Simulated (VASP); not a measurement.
Input of a VASP 6.6.1 run:

Contents of INCAR:

```
PREC = Accurate
ENCUT = 520
EDIFF = 1E-6
ISMEAR = -1
SIGMA = 0.05
LREAL = F
LASPH = T
NELM = 80
ALGO = Normal
ISIF = 2
LWAVE = F
LCHARG = F
GGA = PS
NBANDS = 18
```

KPOINTS

```
regular mesh
0
Gamma
  14 14 14
```

File POSCAR:

```
ZnCu
1.0
    2.9450000000      0.0000000000      0.0000000000
    0.0000000000      2.9450000000      0.0000000000
    0.0000000000      0.0000000000      2.8861000000
Zn Cu
1 1
Direct
    0.5000000000      0.5000000000      0.5000000000
    0.0000000000      0.0000000000      0.0000000000
```

Potentials or basis: VASP PAW PBE potentials, release 64 (Zn, Cu).

The run is started by

```bash
$ cat potpaw_PBE.64/Zn/POTCAR potpaw_PBE.64/Cu/POTCAR > POTCAR
$ mpirun -np 1 vasp_std > vasp.out
```

Q: Predict the pressure.

A: -1.7 GPa.

Stress tensor (GPa, compression positive):
```
-1.99  0.00  0.00
 0.00 -1.99  0.00
 0.00  0.00 -0.99
```

Caveat: the cell differs from its parent crystal (zz strain of -2 %); the PAW data sets were made with another functional, which shifts forces and pressure a little.
